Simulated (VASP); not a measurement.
# BN (P6_3mc) in VASP: a series of runs, part 2 of 2

VASP 6.6.1.

## (3) Single point, PBE

This run uses another cell than the first one, of 5.96 Å³/atom, 1.020 times its volume.

INCAR reads:

```
PREC = Accurate
ENCUT = 600
EDIFF = 1E-6
ISMEAR = 0
SIGMA = 0.01
LREAL = F
LASPH = T
NELM = 120
ALGO = Normal
ISIF = 2
LWAVE = F
LCHARG = F
GGA = PE
NBANDS = 16
GGA_COMPAT = F
```

KPOINTS reads:

```
regular mesh
0
Gamma
  8 8 4
```

POSCAR reads:

```
BN
1.0
    2.5527951914      0.0000000000      0.0000000000
   -1.2763975957      2.2107854824      0.0000000000
    0.0000000000      0.0000000000      4.2268087574
B N
2 2
Direct
    0.6666666667      0.3333333333      0.0000000000
    0.3333333333      0.6666666667      0.5000000000
    0.6666666667      0.3333333333      0.3750000000
    0.3333333333      0.6666666667      0.8750000000
```

Potentials or basis: VASP PAW PBE potentials, release 64 (B, N).

Run with:

```bash
cat potpaw_PBE.64/B/POTCAR potpaw_PBE.64/N/POTCAR > POTCAR
mpirun -np 1 vasp_std > vasp.out
```

OUTCAR:

```text
PREC = Accurate
   ENCUT = 600
   EDIFF = 1E-6
   ISMEAR = 0
   LREAL = F
   LASPH = T
   NELM = 120
   ISIF = 2
   GGA = PE

 ion  position               nearest neighbor table
   1  0.667  0.333  0.000-   4 1.57   4 1.57   4 1.57   3 1.59
   2  0.333  0.667  0.500-   3 1.57   3 1.57   3 1.57   4 1.59
   3  0.667  0.333  0.375-   2 1.57   2 1.57   2 1.57   1 1.59
   4  0.333  0.667  0.875-   1 1.57   1 1.57   1 1.57   2 1.59

  LATTYP: Found a hexagonal cell.
 ALAT       =     2.5527951914
[... 654 lines left out ...]

  FORCE on cell =-STRESS in cart. coord.  units (eV):
  Direction    XX          YY          ZZ          XY          YZ          ZX
  --------------------------------------------------------------------------------------
  -------------------------------------------------------------------------------------
  Total        0.1033341      0.1033341     -0.0784248      0.0000000      0.0000000      0.0000000
  in kB        6.9403117      6.9403117     -5.2673089      0.0000000      0.0000000      0.0000000
  external PRESSURE =       2.8711048 kB  Pullay stress =       0.0000000 kB

 VOLUME and BASIS-vectors are now :
 -----------------------------------------------------------------------------
  energy-cutoff  :      600.00
  volume of cell :       23.85
      direct lattice vectors                 reciprocal lattice vectors
     2.552795191  0.000000000  0.000000000     0.391727469  0.226163960  0.000000000
    -1.276397596  2.210785482  0.000000000     0.000000000  0.452327921  0.000000000
     0.000000000  0.000000000  4.226808757     0.000000000  0.000000000  0.236585106

 POSITION                                       TOTAL-FORCE (eV/Angst)
 -----------------------------------------------------------------------------------
      1.27640      0.73693      0.00000         0.000000     -0.000000      0.039007
     -0.00000      1.47386      2.11340        -0.000000      0.000000      0.039007
      1.27640      0.73693      1.58505         0.000000      0.000000     -0.039007
     -0.00000      1.47386      3.69846        -0.000000     -0.000000     -0.039007
 -----------------------------------------------------------------------------------
    total drift:                               -0.000000     -0.000000     -0.000246

  FREE ENERGIE OF THE ION-ELECTRON SYSTEM (eV)
  ---------------------------------------------------
  free  energy   TOTEN  =       -34.8393787944 eV

  energy  without entropy=      -34.8393787944  energy(sigma->0) =      -34.83937879
```

stdout:

```text
POSCAR found type information on POSCAR B N
 POSCAR found :  2 types and       4 ions
 scaLAPACK will be used
 LDA part: xc-table for (Slater+PW92), standard interpolation
 POSCAR, INCAR and KPOINTS ok, starting setup
 FFT: planning ... GRIDC
 FFT: planning ... GRID_SOFT
 FFT: planning ... GRID
 WAVECAR not read
 entering main loop
```

It took 18 s on 1 thread of AMD EPYC 7R43 (Zen 3), shared host; peak memory 0.1 GiB.

What came out:

- Free energy: -34.8394 eV
- Pressure: 0.3 GPa
- Largest force: 0.039 eV/Å
- Band gap on the k mesh: 5.54 eV, indirect (least direct gap 8.25 eV)

Forces in eV/Å, atoms in the order of the input:
```
B    0.000  0.000  0.039
B    0.000  0.000  0.039
N    0.000  0.000 -0.039
N    0.000  0.000 -0.039
```

A k mesh can miss the band edges. Expect the measured gap to be larger: semilocal functionals such as PBE lack the derivative discontinuity.

## (4) Single point, PBE

This run uses another cell than the first one, of 6.08 Å³/atom, 1.040 times its volume.

INCAR reads:

```
  PREC = Accurate
  ENCUT = 600
  EDIFF = 1E-6
  ISMEAR = 0
  SIGMA = 0.01
  LREAL = F
  LASPH = T
  NELM = 120
  ALGO = Normal
  ISIF = 2
  LWAVE = F
  LCHARG = F
  GGA = PE
  NBANDS = 16
  GGA_COMPAT = F
```

KPOINTS reads:

```
Automatic mesh
0
Gamma
  8 8 4
```

POSCAR reads:

```
BN
1.0
    2.5693722481      0.0000000000      0.0000000000
   -1.2846861240      2.2251416346      0.0000000000
    0.0000000000      0.0000000000      4.2542563366
B N
2 2
Direct
    0.6666666667      0.3333333333      0.0000000000
    0.3333333333      0.6666666667      0.5000000000
    0.6666666667      0.3333333333      0.3750000000
    0.3333333333      0.6666666667      0.8750000000
```

Run with:

```bash
cat potpaw_PBE.64/B/POTCAR potpaw_PBE.64/N/POTCAR > POTCAR
mpirun -np 1 vasp_std > vasp.out
```

Run time: 21 s. Hardware: 1 thread of AMD EPYC 7R43 (Zen 3), shared host; peak memory 0.12 GiB.

It converged, with:

| Quantity | Value |
| --- | --- |
| Free energy | -34.8311 eV |
| Pressure | -6.7 GPa |
| Largest force | 0.022 eV/Å |
| Band gap on the k mesh | 5.56 eV, indirect (least direct gap 8.15 eV) |

Forces in eV/Å, atoms in the order of the input:
```
B    0.000  0.000  0.022
B    0.000  0.000  0.022
N    0.000  0.000 -0.022
N    0.000  0.000 -0.022
```

Stress tensor (GPa, compression positive):
```
-6.34  0.00  0.00
 0.00 -6.34  0.00
 0.00  0.00 -7.56
```

Levels at points of the mesh, in eV from the valence-band top:
```tsv
k point	band 4	band 5	band 6	band 7	band 8	band 9	band 10	band 11	band 12	band 13
(0.00, 0.00, 0.00)	-2.05	-2.05	-0.23	0.00	0.00	8.28	8.28	8.39	9.21	10.38
(0.50, 0.00, 0.00)	-7.64	-6.73	-4.83	-4.25	-2.06	6.63	7.89	10.50	11.21	12.58
(0.00, 0.00, 0.50)	-5.58	-1.13	-1.13	-1.13	-1.13	9.25	9.25	9.79	9.79	9.79
(0.50, 0.00, 0.50)	-9.78	-3.65	-3.65	-3.46	-3.46	6.49	6.49	9.84	9.84	14.02
```

## (5) Single point, PBE

This run uses another cell than the first one, of 6.20 Å³/atom, 1.060 times its volume.

INCAR reads:

```
PREC = Accurate
ENCUT = 600
EDIFF = 1E-6
ISMEAR = 0
SIGMA = 0.01
LREAL = False
LASPH = True
NELM = 120
ALGO = Normal
ISIF = 2
LWAVE = False
LCHARG = False
GGA = PE
NBANDS = 16
GGA_COMPAT = False
```

KPOINTS reads:

```
regular mesh
0
Gamma
  8 8 4
```

POSCAR reads:

```
BN
1.0
    2.5857381177      0.0000000000      0.0000000000
   -1.2928690588      2.2393148934      0.0000000000
    0.0000000000      0.0000000000      4.2813542414
B N
2 2
Direct
    0.6666666667      0.3333333333      0.0000000000
    0.3333333333      0.6666666667      0.5000000000
    0.6666666667      0.3333333333      0.3750000000
    0.3333333333      0.6666666667      0.8750000000
```

Run with:

```bash
cat potpaw_PBE.64/B/POTCAR potpaw_PBE.64/N/POTCAR > POTCAR
mpirun -np 1 vasp_std > vasp.out
```

Wall time 24 s (1 thread of AMD EPYC 7R43 (Zen 3), shared host); peak memory 0.12 GiB.

It converged, with:

```yaml
Free_energy: -34.8033 eV
Pressure: -13.2 GPa
Largest_force: 0.006 eV/Å
Band_gap_on_the_k_mesh: 5.58 eV, indirect (least direct gap 8.05 eV)
```

Forces on the atoms (eV/Å):
```
B    0.000  0.000  0.006
B    0.000  0.000  0.006
N    0.000  0.000 -0.006
N    0.000  0.000 -0.006
```

Stress tensor (GPa, compression positive):
```
-12.76   0.00   0.00
  0.00 -12.76   0.00
  0.00   0.00 -13.97
```

Levels at points of the mesh, in eV from the valence-band top:
```
           k point  band 5  band 6  band 7  band 8  band 9  band 10  band 11  band 12
(0.00, 0.00, 0.00)   -2.01   -0.23    0.00    0.00    8.20     8.20     8.27     8.98
(0.50, 0.00, 0.00)   -6.62   -4.74   -4.16   -2.02    6.56     7.83    10.39    11.01
(0.00, 0.00, 0.50)   -1.11   -1.11   -1.11   -1.11    9.07     9.07     9.69     9.69
(0.50, 0.00, 0.50)   -3.58   -3.58   -3.40   -3.40    6.42     6.42     9.71     9.71
```

A k mesh can miss the band edges.

## (6) Summary

| cell | gap on the mesh (eV) | pressure (GPa) | largest force (eV/Å) |
| --- | --- | --- | --- |
| a = 2.536, b = 2.536, c = 4.199 Å, angles 90.0, 90.0, 120.0°, 4 atoms | 5.52 | 8.0 | 0.06 |
| a = 2.553, b = 2.553, c = 4.227 Å, angles 90.0, 90.0, 120.0°, 4 atoms | 5.54 | 0.3 | 0.04 |
| a = 2.569, b = 2.569, c = 4.254 Å, angles 90.0, 90.0, 120.0°, 4 atoms | 5.56 | -6.7 | 0.02 |
| a = 2.586, b = 2.586, c = 4.281 Å, angles 90.0, 90.0, 120.0°, 4 atoms | 5.58 | -13.2 | 0.01 |

Alike in all rows: task single point; level PBE; potentials or basis VASP PAW PBE potentials, release 64 (B, N); no spin polarisation; k mesh 8 × 8 × 4; cutoff (eV) 600; smearing gaussian 0.01 eV.

Absolute energies hang on the potentials; compare differences alone.
